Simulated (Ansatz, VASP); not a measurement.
# SiC in VASP and in Ansatz

```
Si C
1.0
     3.07881    0.00000    0.00000
    -1.53941    2.66633    0.00000
     0.00000    0.00000   20.13868
Si C
8 8
Direct
  0.33333 0.66667 0.87519
  0.33333 0.66667 0.62499
  0.00000 0.00000 0.00010
  0.66667 0.33333 0.75011
  0.66667 0.33333 0.37519
  0.33333 0.66667 0.25011
  0.00000 0.00000 0.50010
  0.66667 0.33333 0.12499
  0.33333 0.66667 0.34412
  0.66667 0.33333 0.21872
  0.66667 0.33333 0.84412
  0.00000 0.00000 0.59385
  0.33333 0.66667 0.96892
  0.00000 0.00000 0.09385
  0.33333 0.66667 0.71872
  0.66667 0.33333 0.46892
```

Alike in both runs: task single point; functional r2SCAN; k mesh 12 × 12 × 2; no spin polarisation.

|  | VASP | Ansatz |
| --- | --- | --- |
| version | VASP 6.6.1 | Ansatz 0.2.0 |
| potentials or method | VASP PAW PBE potentials, release 64 (Si, C) | plane waves, PAW |
| plane-wave cutoff (eV) | 520 | 500 |
| occupations | gaussian, width 0.01 eV | fixed |
| valence electrons in the cell | 64 | 64 |

Ansatz gave:

```
gap on the k mesh at the Fermi level (eV)                     : 2.13
pressure (GPa)                                                : 0.0
traceless stress, the component that is largest in VASP (GPa) : -0.04
rms of the force components (eV/Å)                            : 0.001
```

Q: Which values does VASP return?

A: gap on the k mesh at the Fermi level (eV): 2.14; pressure (GPa): -0.2; traceless stress, the component that is largest in VASP (GPa): -0.07; rms of the force components (eV/Å): 0.004.

VASP's potentials were made for PBE, not for r2SCAN. Atom by atom the forces differ by 0.003 eV/Å (rms over components).
